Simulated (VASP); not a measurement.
Set up this calculation in VASP 6.6.1, as the native input.

```yaml
Task: single point
Functional: PBE
Potentials_or_basis: VASP PAW PBE potentials, release 64 (Si)
Cutoff: 520 eV
k_mesh: 10 × 10 × 10
Occupations: gaussian, width 0.01 eV
Spin: no spin polarisation
Dipole_correction: no
Further_INCAR_settings: ALGO = Normal; EDIFF = 1e-06; NBANDS = 11
```

The structure of Si lies in POSCAR:

```
Si
1.0
    0.0000000000      2.7351084682      2.7351084682
    2.7351084682      0.0000000000      2.7351084682
    2.7351084682      2.7351084682      0.0000000000
Si
2
Direct
    0.0000000000      0.0000000000      0.0000000000
    0.2500000000      0.2500000000      0.2500000000
```

The input as run:

INCAR

```
SYSTEM = Si
PREC = Accurate
ENCUT = 520
EDIFF = 1E-6
ISMEAR = 0
SIGMA = 0.01
LREAL = .False.
LASPH = .True.
NELM = 100
ALGO = Normal
ISIF = 2
LWAVE = .False.
LCHARG = .True.
GGA = PE
LELF = .True.
LVHAR = .True.
NBANDS = 11
```

KPOINTS

```
regular mesh
0
Gamma
  10 10 10
  0 0 0
```

Potentials or basis: VASP PAW PBE potentials, release 64 (Si).

Command:

```console
$ cat potpaw_PBE.64/Si/POTCAR > POTCAR
$ mpirun -np 1 vasp_std > vasp.out
```

It gave:

| Property | Result |
| --- | --- |
| Pressure | -0.1 GPa |
| Band gap on the k mesh | 0.62 eV, indirect (least direct gap 2.56 eV) |

Run time: 15 s on 1 thread of Intel(R) Xeon(R) Platinum 8375C CPU @ 2.90GHz (Ice Lake) (shared host), peak memory 0.16 GiB.
